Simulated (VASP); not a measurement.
# Sn (Fd-3m) in VASP: further runs

Sn is run at these levels: PBE, BLYP+D3(BJ); tasks: single point, relaxation of cell and atoms.

Everything below comes from runs of VASP 6.6.1. Logs are shortened: lines on timing, memory, paths and dates and some standing lists are left out, and cuts for length are marked.

### Step 1. The cell of the first run

It takes space group Fd-3m (No. 227, cubic). The conventional cell has a = 6.467 Å, b = 6.467 Å, c = 6.467 Å, α = 90.00°, β = 90.00°, γ = 90.00°. Sn (site symmetry -43m) has 4 Sn at 2.80 Å within 3.7 Å.

### Step 2. Single point, PBE

Input file INCAR:

```
SYSTEM = Sn
PREC     = Accurate       ! precision mode
ENCUT    = 520            ! plane-wave cutoff, eV
EDIFF    = 1E-6           ! SCF threshold, eV
ISMEAR   = -1             ! smearing method
SIGMA    = 0.02           ! smearing width, eV
LREAL    = .FALSE.        ! projectors in reciprocal space
LASPH    = .TRUE.         ! aspherical terms in the spheres
NELM     = 80             ! most SCF steps
ALGO     = Normal         ! electronic algorithm
ISIF     = 2              ! what is computed and relaxed
LWAVE    = .FALSE.        ! write WAVECAR
LCHARG   = .FALSE.        ! write CHGCAR
GGA      = PE             ! functional
NBANDS   = 21             ! bands
```

Input file KPOINTS:

```
Automatic mesh
0
G
  4 4 4
  0 0 0
```

Input file POSCAR:

```
Sn
1.0
    0.0000000000      3.2333428000      3.2333428000
    3.2333428000      0.0000000000      3.2333428000
    3.2333428000      3.2333428000      0.0000000000
Sn
2
Direct
    0.7500000000      0.7500000000      0.7500000000
    0.5000000000      0.5000000000      0.5000000000
```

Potentials or basis: VASP PAW PBE potentials, release 64 (Sn_d).

Started as:

```console
$ cat potpaw_PBE.64/Sn_d/POTCAR > POTCAR
$ mpirun -np 1 vasp_std > vasp.out
```

OUTCAR:

```text
SYSTEM = Sn
   PREC = Accurate
   ENCUT = 520
   EDIFF = 1E-6
   ISMEAR = -1
   LREAL = .FALSE.
   LASPH = .TRUE.
   NELM = 80
   ISIF = 2
   GGA = PE

 ion  position               nearest neighbor table
   1  0.750  0.750  0.750-   2 2.80   2 2.80   2 2.80   2 2.80
   2  0.500  0.500  0.500-   1 2.80   1 2.80   1 2.80   1 2.80

  LATTYP: Found a face centered cubic cell.
 ALAT       =     6.4666856000

  Lattice vectors:

 A1 = (   0.0000000000,   3.2333428000,   3.2333428000)
 A2 = (   3.2333428000,   0.0000000000,   3.2333428000)
 A3 = (   3.2333428000,   3.2333428000,   0.0000000000)

Analysis of symmetry for initial positions (statically):
=====================================================================
 Subroutine PRICEL returns:
 Original cell was already a primitive cell.

 Routine SETGRP: Setting up the symmetry group for a
 face centered cubic supercell.

 Subroutine GETGRP returns: Found 48 space group operations
 (whereof 24 operations were pure point group operations)
 out of a pool of 48 trial point group operations.

The static configuration has the point symmetry T_d .
 The point group associated with its full space group is O_h .

Analysis of symmetry for dynamics (positions and initial velocities):
=====================================================================
 Subroutine PRICEL returns:
 Original cell was already a primitive cell.

 Routine SETGRP: Setting up the symmetry group for a
 face centered cubic supercell.

 Subroutine GETGRP returns: Found 48 space group operations
 (whereof 24 operations were pure point group operations)
 out of a pool of 48 trial point group operations.

The dynamic configuration has the point symmetry T_d .
 The point group associated with its full space group is O_h .

 Subroutine INISYM returns: Found 48 space group operations
 (whereof 24 operations are pure point group operations),
 and found     1 'primitive' translations

----------------------------------------------------------------------------------------

                                     Primitive cell

  volume of cell :      67.6060

  direct lattice vectors                    reciprocal lattice vectors
     0.000000000  3.233342800  3.233342800    -0.154638723  0.154638723  0.154638723
     3.233342800  0.000000000  3.233342800     0.154638723 -0.154638723  0.154638723
     3.233342800  3.233342800  0.000000000     0.154638723  0.154638723 -0.154638723

  length of vectors
     4.572637240  4.572637240  4.572637240     0.267842124  0.267842124  0.267842124

  position of ions in fractional coordinates (direct lattice)
     0.750000000  0.750000000  0.750000000
     0.500000000  0.500000000  0.500000000

  ion indices of the primitive-cell ions
   primitive index   ion index
                 1           1
                 2           2

----------------------------------------------------------------------------------------

 KPOINTS: Automatic mesh

Automatic generation of k-mesh.
 Grid dimensions read from file:
 generate k-points for:    4    4    4

 Generating k-lattice:

  Cartesian coordinates                     Fractional coordinates (reciprocal lattice)
    -0.038659681  0.038659681  0.038659681     0.250000000  0.000000000  0.000000000
     0.038659681 -0.038659681  0.038659681     0.000000000  0.250000000  0.000000000
     0.038659681  0.038659681 -0.038659681     0.000000000  0.000000000  0.250000000

  Length of vectors
     0.066960531  0.066960531  0.066960531

  Shift w.r.t. Gamma in fractional coordinates (k-lattice)
     0.000000000  0.000000000  0.000000000

 Subroutine IBZKPT returns following result:
 ===========================================

 Found      8 irreducible k-points:

 Following reciprocal coordinates:
            Coordinates               Weight
  0.000000  0.000000  0.000000      1.000000
  0.250000  0.000000  0.000000      8.000000
  0.500000  0.000000  0.000000      4.000000
  0.250000  0.250000  0.000000      6.000000
  0.500000  0.250000  0.000000     24.000000
 -0.250000  0.250000  0.000000     12.000000
  0.500000  0.500000  0.000000      3.000000
 -0.250000  0.500000  0.250000      6.000000
   k-points           NKPTS =      8   k-points in BZ     NKDIM =      8   number of bands    NBANDS=     21
   number of dos      NEDOS =    301   number of ions     NIONS =      2
   total plane-waves  NPLWV =  46656
   dimension x,y,z NGX =    36 NGY =   36 NGZ =   36
   dimension x,y,z NGXF=    72 NGYF=   72 NGZF=   72
   ions per type =               2
   NGX,Y,Z   is equivalent  to a cutoff of  13.09, 13.09, 13.09 a.u.
   NGXF,Y,Z  is equivalent  to a cutoff of  26.18, 26.18, 26.18 a.u.
 SYSTEM =  Sn
   PREC   = accura    normal or accurate (medium, high low for compatibility)
   ISTART =      0    job   : 0-new  1-cont  2-samecut
   ICHARG =      2    charge: 1-file 2-atom 10-const
   ISPIN  =      1    spin polarized calculation?
   LNONCOLLINEAR =      F non collinear calculations
   LSORBIT =      F    spin-orbit coupling
   LASPH  =      T    aspherical Exc in radial PAW
   ENCUT  =  520.0 eV  38.22 Ry    6.18 a.u.   8.50  8.50  8.50*2*pi/ulx,y,z
   NELM   =     80;   NELMIN=  2; NELMDL= -5     # of ELM steps
   EDIFF  = 0.1E-05   stopping-criterion for ELM
   LREAL  =      F    real-space projection
   EDIFFG = 0.1E-04   stopping-criterion for IOM
   NSW    =      0    number of steps for IOM
   IBRION =     -1    ionic relax: 0-MD 1-quasi-New 2-CG
   NFREE  =      0    steps in history (QN), initial steepest desc. (CG)
   ISIF   =      2    stress and relaxation
   ISYM   =      2    0-nonsym 1-usesym 2-fastsym
   POTIM  = 0.5000    time-step for ionic-motion
   TEBEG  =    0.0;   TEEND  =   0.0 temperature during run
   PSTRESS=    0.0 pullay stress
   NELECT =      28.0000    total number of electrons
   NUPDOWN=      -1.0000    fix difference up-down
   EMIN   =  10.00;   EMAX   =-10.00  energy-range for DOS
   EFERMI =   0.00;   METHOD = LEGACY
   ISMEAR =    -1;   SIGMA  =   0.02  broadening in eV -4-tet -1-fermi 0-gaus
   EFERMI_NEDOS =   21; number of points for ismear=-14 and -15
   IALGO  =     38    algorithm
   IMIX   =      4    mixing-type and parameters
     AMIX     =   0.40;   BMIX     =  1.00
     AMIX_MAG =   1.60;   BMIX_MAG =  1.00
  volume/ion in A,a.u.               =      33.80       228.11
  Fermi-wavevector in a.u.,A,eV,Ry     =   1.220298  2.306028 20.260793  1.489126
  Thomas-Fermi vector in A             =   2.355520
   LORBIT       =      0    0 simple, 1 ext, 2 COOP (PROOUT), +10 PAW based schemes
   GGA     = PE    functional components
[... 5 lines left out ...]
 non-spin polarized calculation
  energy-cutoff  :      520.00
  volume of cell :       67.61
 maximum number of plane-waves:      1837
 NGX is ok and might be reduce to    36
   NGX = 17   NGY = 17   NGZ = 17

 number of electron      28.0000008 magnetization

 Free energy of the ion-electron system (eV)
  ---------------------------------------------------
  ext. energy  EPLUGINS =         0.00000000
  ---------------------------------------------------
  free energy    TOTEN  =        -7.42824422 eV

  energy without entropy =       -7.42629802  energy(sigma->0) =       -7.42727112

 E-fermi :   5.7932     XC(G=0):  -8.8990

 val. band max:        5.2221800181   @ k =   0.0000   0.0000   0.0000
 cond. band min:       5.7946781489   @ k =   0.5000   0.0000   0.0000
 fundamental gap:      0.5724981308
 Fermi energy:         5.7932140253

 k-point     1 :       0.0000    0.0000    0.0000
  band No.  band energies     occupation
      1     -15.9066      2.00000
      2     -15.9066      2.00000
      3     -15.9066      2.00000
      4     -15.8461      2.00000
      5     -15.8461      2.00000
      6     -15.5278      2.00000
      7     -15.5278      2.00000
      8     -15.5278      2.00000
      9     -15.5175      2.00000
     10     -15.5175      2.00000
     11      -4.8964      2.00000
     12       5.2222      2.00000
     13       5.8670      0.04878
     14       5.8670      0.04878
     15       5.8670      0.04878
     16       7.9327      0.00000
     17       7.9327      0.00000
     18       7.9327      0.00000
     19      10.8216      0.00000
     20      13.7540      0.00000
     21      13.7540      0.00000

 k-point     2 :       0.2500    0.0000    0.0000
  band No.  band energies     occupation
      1     -15.9330      2.00000
      2     -15.9330      2.00000
      3     -15.8934      2.00000
      4     -15.8051      2.00000
      5     -15.8051      2.00000
      6     -15.5726      2.00000
      7     -15.5726      2.00000
      8     -15.5446      2.00000
      9     -15.4812      2.00000
     10     -15.4812      2.00000
     11      -4.3021      2.00000
     12       1.7422      2.00000
     13       5.1017      2.00000
     14       5.1017      2.00000
     15       6.1617      0.00000
     16       8.8426      0.00000
     17       8.8426      0.00000
     18      10.3405      0.00000
     19      12.0778      0.00000
     20      12.6608      0.00000
     21      12.6608      0.00000

 k-point     3 :       0.5000    0.0000    0.0000
  band No.  band energies     occupation
      1     -15.9439      2.00000
      2     -15.9439      2.00000
      3     -15.8793      2.00000
      4     -15.7837      2.00000
      5     -15.7837      2.00000
      6     -15.5885      2.00000
      7     -15.5885      2.00000
      8     -15.5623      2.00000
      9     -15.4696      2.00000
     10     -15.4696      2.00000
     11      -3.2498      2.00000
     12      -0.5548      2.00000
     13       4.6433      2.00000
     14       4.6433      2.00000
     15       5.7947      0.96341
     16       9.0095      0.00000
     17       9.0095      0.00000
     18      11.4255      0.00000
     19      14.3613      0.00000
     20      14.5977      0.00000
     21      14.5978      0.00000

 k-point     4 :       0.2500    0.2500    0.0000
  band No.  band energies     occupation
      1     -15.9350      2.00000
      2     -15.9350      2.00000
      3     -15.9105      2.00000
      4     -15.7970      2.00000
      5     -15.7472      2.00000
      6     -15.6606      2.00000
      7     -15.5646      2.00000
      8     -15.4965      2.00000
      9     -15.4862      2.00000
     10     -15.4862      2.00000
     11      -4.0845      2.00000
     12       1.6376      2.00000
     13       4.1542      2.00000
     14       4.1542      2.00000
     15       6.7465      0.00000
     16       7.9793      0.00000
     17      10.6278      0.00000
     18      10.6278      0.00000
     19      11.6146      0.00000
     20      13.8207      0.00000
     21      14.4507      0.00000

 k-point     5 :       0.5000    0.2500    0.0000
  band No.  band energies     occupation
      1     -15.9741      2.00000
      2     -15.9534      2.00000
      3     -15.8462      2.00000
      4     -15.7458      2.00000
      5     -15.7168      2.00000
      6     -15.6886      2.00000
      7     -15.6198      2.00000
      8     -15.5714      2.00000
      9     -15.4575      2.00000
     10     -15.4362      2.00000
     11      -2.9015      2.00000
     12      -0.5072      2.00000
     13       2.8150      2.00000
     14       3.8363      2.00000
     15       7.0482      0.00000
     16       9.1789      0.00000
     17      10.3470      0.00000
     18      10.9501      0.00000
     19      13.9709      0.00000
     20      14.8841      0.00000
     21      15.0725      0.00000

 k-point     6 :      -0.2500    0.2500    0.0000
  band No.  band energies     occupation
      1     -15.9675      2.00000
      2     -15.9553      2.00000
      3     -15.8402      2.00000
      4     -15.7807      2.00000
      5     -15.7427      2.00000
      6     -15.6342      2.00000
      7     -15.6038      2.00000
      8     -15.5884      2.00000
      9     -15.4535      2.00000
     10     -15.4466      2.00000
     11      -3.3912      2.00000
     12       0.1885      2.00000
     13       2.7237      2.00000
     14       4.5744      2.00000
     15       7.3500      0.00000
     16       9.7420      0.00000
     17      10.0514      0.00000
     18      10.0915      0.00000
     19      12.2035      0.00000
     20      13.4785      0.00000
     21      15.2882      0.00000

 k-point     7 :       0.5000    0.5000    0.0000
  band No.  band energies     occupation
      1     -15.9593      2.00000
      2     -15.9593      2.00000
      3     -15.8215      2.00000
      4     -15.8215      2.00000
      5     -15.6797      2.00000
      6     -15.6797      2.00000
      7     -15.5943      2.00000
      8     -15.5943      2.00000
      9     -15.4484      2.00000
     10     -15.4484      2.00000
     11      -1.7654      2.00000
     12      -1.7654      2.00000
     13       3.2801      2.00000
     14       3.2801      2.00000
     15       6.5895      0.00000
     16       6.5895      0.00000
     17      13.5710      0.00000
     18      13.5710      0.00000
     19      15.1850      0.00000
     20      15.1850      0.00000
     21      16.2519      0.00000

 k-point     8 :      -0.2500    0.5000    0.2500
  band No.  band energies     occupation
      1     -15.9776      2.00000
      2     -15.9776      2.00000
      3     -15.7622      2.00000
      4     -15.7622      2.00000
      5     -15.6893      2.00000
      6     -15.6893      2.00000
      7     -15.6437      2.00000
      8     -15.6437      2.00000
      9     -15.4306      2.00000
     10     -15.4306      2.00000
     11      -1.7039      2.00000
     12      -1.7039      2.00000
     13       2.6925      2.00000
     14       2.6925      2.00000
     15       9.2321      0.00000
     16       9.2321      0.00000
     17       9.8238      0.00000
     18       9.8238      0.00000
     19      14.9233      0.00000
     20      14.9233      0.00000
     21      16.0844      0.00000

------------------------ aborting loop because EDIFF is reached ----------------------------------------

  FORCE on cell =-STRESS in cart. coord.  units (eV):
  Direction    XX          YY          ZZ          XY          YZ          ZX
  --------------------------------------------------------------------------------------
  -------------------------------------------------------------------------------------
  Total        1.8879234      1.8879234      1.8879234      0.0000000      0.0000000      0.0000000
  in kB       44.7414134     44.7414134     44.7414134      0.0000000      0.0000000      0.0000000
  external PRESSURE =      44.7414134 kB  Pullay stress =       0.0000000 kB

 VOLUME and BASIS-vectors are now :
 -----------------------------------------------------------------------------
  energy-cutoff  :      520.00
  volume of cell :       67.61
      direct lattice vectors                 reciprocal lattice vectors
     0.000000000  3.233342800  3.233342800    -0.154638723  0.154638723  0.154638723
     3.233342800  0.000000000  3.233342800     0.154638723 -0.154638723  0.154638723
     3.233342800  3.233342800  0.000000000     0.154638723  0.154638723 -0.154638723

 POSITION                                       TOTAL-FORCE (eV/Angst)
 -----------------------------------------------------------------------------------
      4.85001      4.85001      4.85001        -0.000000     -0.000000     -0.000000
      3.23334      3.23334      3.23334         0.000000      0.000000      0.000000
 -----------------------------------------------------------------------------------
    total drift:                                0.000000      0.000000      0.000000

  FREE ENERGIE OF THE ION-ELECTRON SYSTEM (eV)
  ---------------------------------------------------
  free  energy   TOTEN  =        -7.4282442176 eV

  energy  without entropy=       -7.4262980187  energy(sigma->0) =       -7.42727112
```

Run time: 6.4 s. Hardware: 1 thread of Intel Xeon 6975P-C (Granite Rapids), shared host; peak memory 0.19 GiB.

Results:

```
Free energy            : -7.4282 eV
Pressure               : 4.5 GPa
Band gap on the k mesh : zero (band 14 reaches 5.87 eV, above the bottom of band 15 at 5.79 eV)
```

Caveat: the k points lie up to 0.42 Å⁻¹ apart; spin-orbit coupling is left out, which moves the levels of the heavy elements.

### Step 3. Single point, PBE

Input file INCAR:

```
SYSTEM = Sn
PREC     = Accurate       ! precision mode
ENCUT    = 520            ! plane-wave cutoff, eV
EDIFF    = 1E-7           ! SCF threshold, eV
ISMEAR   = 0              ! smearing method
SIGMA    = 0.022          ! smearing width, eV
LREAL    = .FALSE.        ! projectors in reciprocal space
LASPH    = .TRUE.         ! aspherical terms in the spheres
NELM     = 60             ! most SCF steps
ALGO     = Normal         ! electronic algorithm
ISIF     = 2              ! what is computed and relaxed
LWAVE    = .FALSE.        ! write WAVECAR
LCHARG   = .FALSE.        ! write CHGCAR
GGA      = PE             ! functional
NBANDS   = 21             ! bands
```

Input file KPOINTS:

```
Automatic mesh
0
G
  7 7 7
  0 0 0
```

POSCAR is that of step 2.

Potentials or basis: VASP PAW PBE potentials, release 64 (Sn_d).

Started as:

```console
$ cat potpaw_PBE.64/Sn_d/POTCAR > POTCAR
$ mpirun -np 1 vasp_std > vasp.out
```

It took 12 s on 1 thread of Intel Xeon 6975P-C (Granite Rapids), shared host; peak memory 0.2 GiB.

Results (log left out):

```
Free energy            : -7.6098 eV
Pressure               : 3.8 GPa
Band gap on the k mesh : zero (band 14 reaches 5.84 eV, above the bottom of band 15 at 5.80 eV)
```

Levels at points of the mesh, in eV from the Fermi level:
| k point | band 10 | band 11 | band 12 | band 13 | band 14 | band 15 | band 16 | band 17 | band 18 | band 19 |
| --- | --- | --- | --- | --- | --- | --- | --- | --- | --- | --- |
| (0.00, 0.00, 0.00) | -21.35 | -10.71 | -0.60 | 0.05 | 0.05 | 0.05 | 2.12 | 2.12 | 2.12 | 4.99 |

Caveat: spin-orbit coupling is left out, which moves the levels of the heavy elements.

### Step 4. Single point, PBE

Input file INCAR:

```
PREC = Accurate ; ENCUT = 520
EDIFF = 1E-7 ; ISMEAR = 0
SIGMA = 0.014 ; LREAL = F
LASPH = T ; NELM = 80
ALGO = Normal ; ISIF = 2
LWAVE = F ; LCHARG = F
GGA = PE ; NBANDS = 21
```

Input file KPOINTS:

```
Automatic mesh
0
Gamma
  7 7 7
```

POSCAR is that of step 3.

Started as:

```console
$ cat potpaw_PBE.64/Sn_d/POTCAR > POTCAR
$ mpirun -np 1 vasp_std > vasp.out
```

It took 12 s on 1 thread of Intel Xeon 6975P-C (Granite Rapids), shared host; peak memory 0.2 GiB.

It converged, with:

| Property | Result |
| --- | --- |
| Free energy | -7.6097 eV |
| Pressure | 3.8 GPa |
| Band gap on the k mesh | zero (band 14 reaches 5.84 eV, above the bottom of band 15 at 5.80 eV) |

Levels at points of the mesh, in eV from the Fermi level:
| k point | band 12 | band 13 | band 14 | band 15 | band 16 | band 17 |
| --- | --- | --- | --- | --- | --- | --- |
| (0.00, 0.00, 0.00) | -0.60 | 0.05 | 0.05 | 0.05 | 2.12 | 2.12 |

Caveat: spin-orbit coupling is left out, which moves the levels of the heavy elements.

(Part 1 of 2 ends here.)
